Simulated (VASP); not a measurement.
Wanted: the native input for a VASP 6.6.1 run.

```yaml
Task: single point
Functional: PBE
Potentials_or_basis: VASP PAW PBE potentials, release 64 (B, N)
Cutoff: 520 eV
k_mesh: 16 × 16 × 16
Occupations: fermi-dirac, width 0.03 eV
Spin: no spin polarisation
Dipole_correction: no
Further_INCAR_settings: ALGO = Normal; EDIFF = 1e-06; NBANDS = 11
```

The structure of BN (zincblende type) lies in POSCAR:

```
BN
1.0
    0.0000000000      1.8123531715      1.8123531715
    1.8123531715      0.0000000000      1.8123531715
    1.8123531715      1.8123531715      0.0000000000
B N
1 1
Direct
    0.0000000000      0.0000000000      0.0000000000
    0.2500000000      0.2500000000      0.2500000000
```

These files were run (other wordings do the same):

INCAR

```
PREC     = Accurate       # precision mode
ENCUT    = 520            # plane-wave cutoff, eV
EDIFF    = 1E-6           # SCF threshold, eV
ISMEAR   = -1             # smearing method
SIGMA    = 0.03           # smearing width, eV
LREAL    = False          # projectors in reciprocal space
LASPH    = True           # aspherical terms in the spheres
NELM     = 80             # most SCF steps
ALGO     = Normal         # electronic algorithm
ISIF     = 2              # what is computed and relaxed
LWAVE    = False          # write WAVECAR
LCHARG   = False          # write CHGCAR
GGA      = PE             # functional
NBANDS   = 11             # bands
```

KPOINTS

```
regular mesh
0
Gamma
  16 16 16
```

Potentials or basis: VASP PAW PBE potentials, release 64 (B, N).

Command:

```bash
$ cat potpaw_PBE.64/B/POTCAR potpaw_PBE.64/N/POTCAR > POTCAR
$ mpirun -np 1 vasp_std > vasp.out
```

It gave:

* Pressure: 0.2 GPa
* Band gap on the k mesh: 4.45 eV, indirect (least direct gap 8.78 eV)

Run time: 23 s on 1 thread of AMD EPYC 9R45 (shared host), peak memory 0.1 GiB.
